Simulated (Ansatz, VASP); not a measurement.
## One calculation of Pt, two programs

```xyz
1
Lattice="0.0000 1.9994 1.9994 1.9994 0.0000 1.9994 1.9994 1.9994 0.0000" Properties=species:S:1:pos:R:3 pbc="T T T"
Pt    0.0000    0.0000    0.0000
```

Alike in both runs: task single point; functional r2SCAN; k mesh 12 × 12 × 12; occupations fermi-dirac, width 0.05 eV; no spin polarisation.

|  | VASP | Ansatz |
| --- | --- | --- |
| version | VASP 6.6.1 | Ansatz 0.2.0 |
| potentials or method | VASP PAW PBE potentials, release 64 (Pt_sv_GW) | Ansatz PAW |
| plane-wave cutoff (eV) | 630 | 500 |
| valence electrons in the cell | 18 | 18 |

|  | VASP | Ansatz | Ansatz less VASP |
| --- | --- | --- | --- |
| gap on the k mesh at the Fermi level (eV) | none | none | - |
| pressure (GPa) | -11.1 | -10.5 | +0.61 |

VASP's potentials were made for PBE, not for r2SCAN. A gap of «none» marks a metal or a gap that the smearing closes. The functional is the same, so the differences come from potentials, cutoffs and numerics.

Spin-orbit coupling is off throughout.
